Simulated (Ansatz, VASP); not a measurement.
## One calculation of AlN, two programs

The input INCAR:

```
SYSTEM = AlN
ALGO = Normal
EDIFF = 1E-6
ENCUT = 520
GGA = CA
ISIF = 2
ISMEAR = 0
LASPH = .True.
LCHARG = .False.
LREAL = .False.
LWAVE = .False.
NBANDS = 11
NELM = 60
PREC = Accurate
SIGMA = 0.05
```

KPOINTS

```
k-points
0
Gamma
  10 10 10
  0 0 0
```

File POSCAR:

```
AlN
1.0
    0.0000000000      2.1839935596      2.1839935596
    2.1839935596      0.0000000000      2.1839935596
    2.1839935596      2.1839935596      0.0000000000
Al N
1 1
Direct
   -0.0396532948     -0.0396532948     -0.0396532948
    0.7500000000      0.7500000000      0.7500000000
```

Input for Ansatz:

```yaml
crystal:
  lattice:
    - [0.0, 2.1839935596, 2.1839935596]
    - [2.1839935596, 0.0, 2.1839935596]
    - [2.1839935596, 2.1839935596, 0.0]
  atoms:
    - { symbol: Al, position: [-0.0396532948, -0.0396532948, -0.0396532948] }
    - { symbol: "N", position: [0.75, 0.75, 0.75] }
basis:
  ecutwfc: 420
kpoints:
  mp_grid: { grid: [10, 10, 10] }
hamiltonian:
  xc: lda
scf:
  occupations: { method: gaussian, width: 0.05 }
output:
  forces: true
  stress: true
  eigenvalues: true
```

Change from the starting cell: all Al atoms moved +0.300 Å, as atom 1 towards its neighbour atom 2 (N) at 1.891 Å.

Alike in both runs: task single point; functional LDA; k mesh 10 × 10 × 10; occupations gaussian, width 0.05 eV; no spin polarisation.

|  | VASP | Ansatz |
| --- | --- | --- |
| version | VASP 6.6.1 | Ansatz 0.2.0 |
| potentials or method | VASP PAW LDA potentials, release 64 (Al, N), cutoff 520 eV | scalar-relativistic, plane waves, PAW |
| valence electrons in the cell | 8 | 8 |

|  | VASP | Ansatz | Ansatz less VASP |
| --- | --- | --- | --- |
| gap on the k mesh at the Fermi level (eV) | 2.88 | 2.90 | +0.021 |
| least direct gap on the mesh (eV) | 3.74 | 3.73 | -0.005 |
| pressure (GPa) | 14.8 | 13.8 | -1.03 |
| traceless stress, the component that is largest in VASP (GPa) | 26.19 | 25.32 | -0.865 |
| rms of the force components (eV/Å) | 5.246 | 5.137 | -0.1089 |

LDA's correlation is that of Perdew and Zunger in VASP and of Perdew and Wang (1992) in Ansatz. Atom by atom the forces differ by 0.109 eV/Å (rms over components).
